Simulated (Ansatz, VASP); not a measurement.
**CuO in VASP and in Ansatz**

```
CELL_PARAMETERS angstrom
2.31020 -1.68817 0.00000
2.31020 1.68817 0.00000
-0.83854 0.00000 4.98951
ATOMIC_POSITIONS crystal
Cu 0.50000 0.00000 0.50000
Cu 0.00000 0.50000 0.00000
O 0.41840 0.58160 0.75000
O 0.58160 0.41840 0.25000
```

Alike in both runs: task single point; functional BLYP; k mesh 10 × 10 × 5; occupations fermi-dirac, width 0.05 eV; no spin polarisation.

|  | VASP | Ansatz |
| --- | --- | --- |
| version | VASP 6.6.1 | Ansatz 0.2.0 |
| potentials or method | VASP PAW PBE potentials, release 64 (Cu, O) | Ansatz PAW |
| plane-wave cutoff (eV) | 520 | 420 |
| valence electrons in the cell | 34 | 50 |

VASP gave:

- gap on the k mesh at the Fermi level (eV): none
- pressure (GPa): 22.5
- traceless stress, the component that is largest in VASP (GPa): -2.51
- rms of the force components (eV/Å): 0.012

Question: What did Ansatz give for the same quantities?

Answer: gap on the k mesh at the Fermi level (eV): none; pressure (GPa): 21.4; traceless stress, the component that is largest in VASP (GPa): -2.42; rms of the force components (eV/Å): 0.037.

VASP's potentials were made for PBE, not for BLYP. Atom by atom the forces differ by 0.024 eV/Å (rms over components). A gap of «none» marks a metal or a gap that the smearing closes. VASP's potentials hold 34 valence electrons a cell and Ansatz's 50, so a difference there can come from the potentials and not from the codes.
